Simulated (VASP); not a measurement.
Set up this calculation in VASP 6.6.1, as the native input.

| Item | Value |
| --- | --- |
| Task | relaxation of cell and atoms |
| Functional | LDA |
| Potentials or basis | VASP PAW LDA potentials, release 64 (K_sv) |
| Cutoff | 500 eV |
| k mesh | 6 × 6 × 6 |
| Occupations | fermi-dirac, width 0.1 eV |
| Spin | no spin polarisation |
| Dipole correction | no |
| Further INCAR settings | ALGO = Normal; EDIFF = 1e-07; IBRION = 2; EDIFFG = -0.03; NSW = 80; ISIF = 3 |

The structure of K lies in POSCAR:

```
K
1.0
   -2.6125000000      2.6125000000      2.6125000000
    2.6125000000     -2.6125000000      2.6125000000
    2.6125000000      2.6125000000     -2.6125000000
K
1
Direct
    0.0000000000      0.0000000000      0.0000000000
```

These files were run (other wordings do the same):

INCAR

```
SYSTEM = K
PREC = Accurate
ENCUT = 500
EDIFF = 1E-7
ISMEAR = -1
SIGMA = 0.1
LREAL = .False.
LASPH = .True.
NELM = 120
ALGO = Normal
ISIF = 3
LWAVE = .False.
LCHARG = .False.
IBRION = 2
NSW = 80
EDIFFG = -0.03
GGA_COMPAT = .False.
NELMIN = 4
```

KPOINTS

```
Automatic mesh
0
Gamma
  6 6 6
  0 0 0
```

Potentials or basis: VASP PAW LDA potentials, release 64 (K_sv).

Launch:

```sh
$ cat potpaw_LDA.64/K_sv/POTCAR > POTCAR
$ mpirun -np 1 vasp_std > vasp.out
```

It gave:

```yaml
Relaxed_volume: 65.06 Å³/atom
Relaxed_cell: a = 4.388 Å, b = 4.388 Å, c = 4.388 Å, α = 109.47°, β = 109.47°, γ = 109.47°
Space_group_after_relaxing_to_0.1_Å: Im-3m (No. 229)
Energy_gained_by_relaxing: 8.6 meV/atom
Ionic_steps: 3
Pressure_after_relaxing: 0.0 GPa
Band_gap_on_the_k_mesh: zero (an odd number of electrons rules out a gap without spin polarisation)
```

Wall time 14 s on 1 thread of Intel(R) Xeon(R) Platinum 8488C (Sapphire Rapids), on a shared host, peak memory 0.17 GiB.
